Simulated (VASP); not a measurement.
A run of VASP 6.6.1:

INCAR

```
PREC = Accurate
ENCUT = 600
EDIFF = 1E-6
ISMEAR = 0
SIGMA = 0.05
LREAL = False
LASPH = True
NELM = 120
ALGO = Normal
ISIF = 2
LWAVE = False
LCHARG = False
GGA = PE
NBANDS = 21
GGA_COMPAT = False
```

File KPOINTS:

```
Automatic mesh
0
Gamma
  6 6 6
```

POSCAR

```
Be3GeO
1.0
    3.7000000000      0.0000000000      0.0000000000
    0.0000000000      3.7000000000      0.0000000000
    0.0000000000      0.0000000000      3.7000000000
Ge O Be
1 1 3
Direct
    0.0000000000      0.0000000000      0.0000000000
    0.5000000000      0.5000000000      0.5000000000
    0.5000000000      0.5000000000      0.0000000000
    0.5000000000      0.0000000000      0.5000000000
    0.0000000000      0.5000000000      0.5000000000
```

Potentials or basis: VASP PAW PBE potentials, release 64 (Ge_d, O, Be).

The run is started by

```sh
$ cat potpaw_PBE.64/Ge_d/POTCAR potpaw_PBE.64/O/POTCAR potpaw_PBE.64/Be/POTCAR > POTCAR
$ mpirun -np 1 vasp_std > vasp.out
```

Hardware: 1 thread of AMD EPYC 7R13, with other jobs on the host.

Task: How long does it take, and how much memory?

Result: Run time: 26 s on 1 thread of AMD EPYC 7R13 (shared host), peak memory 0.15 GiB. Counts: scf iterations 14, k points 20.
